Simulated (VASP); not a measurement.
# PbSe (Fm-3m) in VASP: further runs, part 2 of 2

VASP 6.6.1.

### Step 3. Single point, PBE

This run uses another cell than the first one, of 30.06 Å³/atom.

Input file INCAR:

```
SYSTEM = PbSe
PREC = Accurate ; ENCUT = 500
EDIFF = 1E-6 ; ISMEAR = 0
SIGMA = 0.02 ; LREAL = .False.
LASPH = .True. ; NELM = 120
ALGO = Normal ; ISIF = 2
LWAVE = .False. ; LCHARG = .True.
GGA = PE ; LELF = .True.
LVHAR = .True. ; NBANDS = 17
GGA_COMPAT = .False.
```

Input file KPOINTS:

```
Automatic mesh
0
Gamma
  10 10 10
  0 0 0
```

Input file POSCAR:

```
PbSe
1.0
    0.0000000000      3.1091813297      3.1091813297
    3.1091813297      0.0000000000      3.1091813297
    3.1091813297      3.1091813297      0.0000000000
Pb Se
1 1
Direct
    0.0000000000      0.0000000000      0.0000000000
    0.5000000000      0.5000000000      0.5000000000
```

Potentials or basis: VASP PAW PBE potentials, release 64 (Pb_d, Se).

Run with:

```console
$ cat potpaw_PBE.64/Pb_d/POTCAR potpaw_PBE.64/Se/POTCAR > POTCAR
$ mpirun -np 1 vasp_std > vasp.out
```

OUTCAR:

```text
SYSTEM = PbSe
   PREC = Accurate
   ENCUT = 500
   EDIFF = 1E-6
   ISMEAR = 0
   LREAL = .False.
   LASPH = .True.
   NELM = 120
   ISIF = 2
   GGA = PE

 ion  position               nearest neighbor table
   1  0.000  0.000  0.000-   2 3.11   2 3.11   2 3.11   2 3.11   2 3.11   2 3.11
   2  0.500  0.500  0.500-   1 3.11   1 3.11   1 3.11   1 3.11   1 3.11   1 3.11

  LATTYP: Found a face centered cubic cell.
 ALAT       =     6.2183626594

  Lattice vectors:

 A1 = (   0.0000000000,   3.1091813297,   3.1091813297)
 A2 = (   3.1091813297,   0.0000000000,   3.1091813297)
 A3 = (   3.1091813297,   3.1091813297,   0.0000000000)

Analysis of symmetry for initial positions (statically):
=====================================================================
 Subroutine PRICEL returns:
 Original cell was already a primitive cell.

 Routine SETGRP: Setting up the symmetry group for a
 face centered cubic supercell.

 Subroutine GETGRP returns: Found 48 space group operations
 (whereof 48 operations were pure point group operations)
 out of a pool of 48 trial point group operations.

The static configuration has the point symmetry O_h .

Analysis of symmetry for dynamics (positions and initial velocities):
=====================================================================
 Subroutine PRICEL returns:
 Original cell was already a primitive cell.

 Routine SETGRP: Setting up the symmetry group for a
 face centered cubic supercell.

 Subroutine GETGRP returns: Found 48 space group operations
 (whereof 48 operations were pure point group operations)
 out of a pool of 48 trial point group operations.

The dynamic configuration has the point symmetry O_h .

 Subroutine INISYM returns: Found 48 space group operations
 (whereof 48 operations are pure point group operations),
 and found     1 'primitive' translations

[... 102 lines left out ...]
   POTIM  = 0.5000    time-step for ionic-motion
   TEBEG  =    0.0;   TEEND  =   0.0 temperature during run
   PSTRESS=    0.0 pullay stress
   NELECT =      20.0000    total number of electrons
   NUPDOWN=      -1.0000    fix difference up-down
   EMIN   =  10.00;   EMAX   =-10.00  energy-range for DOS
   EFERMI =   0.00;   METHOD = LEGACY
   ISMEAR =     0;   SIGMA  =   0.02  broadening in eV -4-tet -1-fermi 0-gaus
   EFERMI_NEDOS =   21; number of points for ismear=-14 and -15
   IALGO  =     38    algorithm
   IMIX   =      4    mixing-type and parameters
     AMIX     =   0.40;   BMIX     =  1.00
     AMIX_MAG =   1.60;   BMIX_MAG =  1.00
  volume/ion in A,a.u.               =      30.06       202.83
  Fermi-wavevector in a.u.,A,eV,Ry     =   1.134389  2.143685 17.508508  1.286839
  Thomas-Fermi vector in A             =   2.271093
   LORBIT       =      0    0 simple, 1 ext, 2 COOP (PROOUT), +10 PAW based schemes
   GGA     = PE    functional components
   LHFCALC =     F    Hartree Fock is set to
   AEXX    =    0.0000 exact exchange contribution
   IVDW    =     0    specifies the selected vdW correction
   LEPSILON=     F    determine dielectric tensor
   LRPA    =     F    only Hartree local field effects (RPA)
 non-spin polarized calculation
 Gauss-broadening in eV      SIGMA  =   0.02
  energy-cutoff  :      500.00
  volume of cell :       60.11
 maximum number of plane-waves:      1542
   NGX = 17   NGY = 17   NGZ = 17

 number of electron      19.9999995 magnetization

 Free energy of the ion-electron system (eV)
  ---------------------------------------------------
  ext. energy  EPLUGINS =         0.00000000
  ---------------------------------------------------
  free energy    TOTEN  =        -8.19818817 eV

  energy without entropy =       -8.19818817  energy(sigma->0) =       -8.19818817

 E-fermi :   4.6361     XC(G=0):  -9.3138

 val. band max:        4.4641798991   @ k =   0.5000   0.0000   0.0000
 cond. band min:       4.9026979586   @ k =   0.5000   0.0000   0.0000
 fundamental gap:      0.4385180595
 Fermi energy:         4.6360782685

 k-point     1 :       0.0000    0.0000    0.0000
  band No.  band energies     occupation
      1     -12.2691      2.00000
      2     -12.2691      2.00000
      3     -12.2691      2.00000
      4     -12.2629      2.00000
      5     -12.2629      2.00000
      6      -8.7072      2.00000
[... 457 lines left out ...]
      4     -12.2414      2.00000
      5     -12.2391      2.00000
      6      -7.7432      2.00000
[... 9 lines left out ...]
     16      15.1621      0.00000
     17      15.8767      0.00000

 [... further k-points ...]
[... 5 lines left out ...]
  --------------------------------------------------------------------------------------
  -------------------------------------------------------------------------------------
  Total       -0.0106907     -0.0106907     -0.0106907      0.0000000      0.0000000      0.0000000
  in kB       -0.2849368     -0.2849368     -0.2849368      0.0000000      0.0000000      0.0000000
  external PRESSURE =      -0.2849368 kB  Pullay stress =       0.0000000 kB

 VOLUME and BASIS-vectors are now :
 -----------------------------------------------------------------------------
  energy-cutoff  :      500.00
  volume of cell :       60.11
      direct lattice vectors                 reciprocal lattice vectors
     0.000000000  3.109181330  3.109181330    -0.160814037  0.160814037  0.160814037
     3.109181330  0.000000000  3.109181330     0.160814037 -0.160814037  0.160814037
     3.109181330  3.109181330  0.000000000     0.160814037  0.160814037 -0.160814037

 POSITION                                       TOTAL-FORCE (eV/Angst)
 -----------------------------------------------------------------------------------
      0.00000      0.00000      0.00000        -0.000000      0.000000      0.000000
      3.10918      3.10918      3.10918         0.000000     -0.000000     -0.000000
 -----------------------------------------------------------------------------------
    total drift:                                0.000000     -0.000000     -0.000000

  FREE ENERGIE OF THE ION-ELECTRON SYSTEM (eV)
  ---------------------------------------------------
  free  energy   TOTEN  =        -8.1981881741 eV

  energy  without entropy=       -8.1981881741  energy(sigma->0) =       -8.19818817
```

OSZICAR:

```text
N       E                     dE             d eps       ncg     rms          rms(c)
DAV:   1     0.156507133722E+03    0.15651E+03   -0.92799E+03  1606   0.115E+03
DAV:   2     0.332339061904E+01   -0.15318E+03   -0.14768E+03  1735   0.304E+02
DAV:   3    -0.825239228980E+01   -0.11576E+02   -0.11498E+02  2066   0.891E+01
DAV:   4    -0.851137919597E+01   -0.25899E+00   -0.25879E+00  2007   0.151E+01
DAV:   5    -0.852053992894E+01   -0.91607E-02   -0.91604E-02  2251   0.276E+00    0.271E+00
DAV:   6    -0.819892921830E+01    0.32161E+00   -0.81576E-01  2387   0.587E+00    0.147E+00
DAV:   7    -0.819492058609E+01    0.40086E-02   -0.12744E-01  1881   0.166E+00    0.839E-01
DAV:   8    -0.819869715289E+01   -0.37766E-02   -0.14803E-02  1935   0.128E+00    0.194E-01
DAV:   9    -0.819808637022E+01    0.61078E-03   -0.31893E-03  2371   0.514E-01    0.611E-02
DAV:  10    -0.819818043646E+01   -0.94066E-04   -0.25159E-04  1829   0.920E-02    0.221E-02
DAV:  11    -0.819818808917E+01   -0.76527E-05   -0.56868E-05  2117   0.763E-02    0.818E-03
DAV:  12    -0.819818817408E+01   -0.84902E-07   -0.30940E-06  2021   0.119E-02
   1 F= -.81981882E+01 E0= -.81981882E+01  d E =-.373287E-36
```

stdout:

```text
POSCAR found type information on POSCAR PbSe
 POSCAR found :  2 types and       2 ions
 scaLAPACK will be used
 LDA part: xc-table for (Slater+PW92), standard interpolation
 POSCAR, INCAR and KPOINTS ok, starting setup
 FFT: planning ... GRIDC
 FFT: planning ... GRID_SOFT
 FFT: planning ... GRID
 WAVECAR not read
 entering main loop
```

It took 18 s on 1 thread of Intel Xeon 6975P-C (Granite Rapids), shared host; peak memory 0.19 GiB.

Results:

```yaml
Free_energy: -8.1982 eV
Pressure: 0.0 GPa
Band_gap_on_the_k_mesh: 0.44 eV
```

Levels at points of the mesh, in eV from the valence-band top:
```csv
k point,band 7,band 8,band 9,band 10,band 11,band 12,band 13,band 14
"(0.00, 0.00, 0.00)",-6.34,-1.63,-1.63,-1.63,4.64,4.64,4.64,6.65
"(0.50, 0.00, 0.00)",-8.51,-1.26,-1.26,0.00,0.44,1.83,1.83,8.53
"(0.50, 0.50, 0.00)",-7.28,-4.56,-2.91,-2.91,3.93,5.47,5.47,5.88
```

Caveat: spin-orbit coupling is left out, which moves the levels of the heavy elements. A k mesh can miss the band edges.

### Step 4. Relaxation of cell and atoms, PBE

Input file INCAR:

```
PREC = Accurate ; ENCUT = 500
EDIFF = 1E-7 ; ISMEAR = 0
SIGMA = 0.02 ; LREAL = False
LASPH = True ; NELM = 120
ALGO = Normal ; ISIF = 3
LWAVE = False ; LCHARG = False
GGA = PE ; IBRION = 2
NSW = 100 ; EDIFFG = -0.002
GGA_COMPAT = False ; NELMIN = 4
```

Input file KPOINTS:

```
Automatic mesh
0
Gamma
  10 10 10
```

Input file POSCAR:

```
PbSe
1.0
    0.0000000000      3.0908235400      3.0908235400
    3.0908235400      0.0000000000      3.0908235400
    3.0908235400      3.0908235400      0.0000000000
Pb Se
1 1
Direct
    0.0000000000      0.0000000000      0.0000000000
    0.5000000000      0.5000000000      0.5000000000
```

Run with:

```console
$ cat potpaw_PBE.64/Pb_d/POTCAR potpaw_PBE.64/Se/POTCAR > POTCAR
$ mpirun -np 1 vasp_std > vasp.out
```

Run time: 42 s. Hardware: 1 thread of Intel Xeon 6975P-C (Granite Rapids), shared host; peak memory 0.2 GiB.

Results (log left out):

```
Free energy                           : -8.1979 eV
Relaxed volume                        : 30.04 Å³/atom
Relaxed cell                          : a = 4.396 Å, b = 4.396 Å, c = 4.396 Å, α = 60.00°, β = 60.00°, γ = 60.00°
Space group after relaxing (to 0.1 Å) : Fm-3m (No. 225)
Energy gained by relaxing             : 1.3 meV/atom
Ionic steps                           : 3
Pressure after relaxing               : 0.0 GPa
Band gap on the k mesh                : 0.44 eV
```

The path:
```
step  energy change (eV)  largest force (eV/Å)  pressure (GPa)  volume (Å³)
   1              0.0000                0.0000            0.84        59.05
   2             -0.0024                0.0000           -0.23        60.38
   3             -0.0027                0.0000            0.00        60.09
```

Final structure:
```yaml
crystal:
  lattice:
    - [0.00000, 3.10872, 3.10872]
    - [3.10872, 0.00000, 3.10872]
    - [3.10872, 3.10872, 0.00000]
  atoms:
    - { symbol: Pb, position: [0.00000, 0.00000, 0.00000] }
    - { symbol: Se, position: [0.50000, 0.50000, 0.50000] }
```

Levels at points of the mesh, in eV from the valence-band top:
| k point | band 6 | band 7 | band 8 | band 9 | band 10 | band 11 | band 12 | band 13 | band 14 |
| --- | --- | --- | --- | --- | --- | --- | --- | --- | --- |
| (0.00, 0.00, 0.00) | -13.18 | -6.34 | -1.64 | -1.64 | -1.64 | 4.64 | 4.64 | 4.64 | 6.65 |
| (0.50, 0.00, 0.00) | -12.22 | -8.52 | -1.26 | -1.26 | 0.00 | 0.44 | 1.83 | 1.83 | 8.53 |
| (0.50, 0.50, 0.00) | -11.91 | -7.28 | -4.57 | -2.91 | -2.91 | 3.92 | 5.47 | 5.47 | 5.88 |

Caveat: spin-orbit coupling is left out, which moves the levels of the heavy elements.

### Step 5. Summary

| task | cell | k mesh | smearing | gap on the mesh (eV) | pressure (GPa) |
| --- | --- | --- | --- | --- | --- |
| single point | a = 4.371 Å, angles 60.0°, 2 atoms | 6 × 6 × 6 | gaussian 0.1 eV | 0.39 | 0.8 |
| single point | a = 4.397 Å, angles 60.0°, 2 atoms | 10 × 10 × 10 | gaussian 0.02 eV | 0.44 | 0.0 |
| relaxation of cell and atoms | relaxed from a = 4.371 Å, angles 60.0°, 2 atoms | 10 × 10 × 10 | gaussian 0.02 eV | 0.44 | 0.0 |

Alike in all rows: level PBE; potentials or basis VASP PAW PBE potentials, release 64 (Pb_d, Se); no spin polarisation; cutoff (eV) 500.

Caveats: spin-orbit coupling is left out, which moves the levels of the heavy elements.

Total energies depend on the potentials used, so only differences within one code and one set of settings carry meaning.
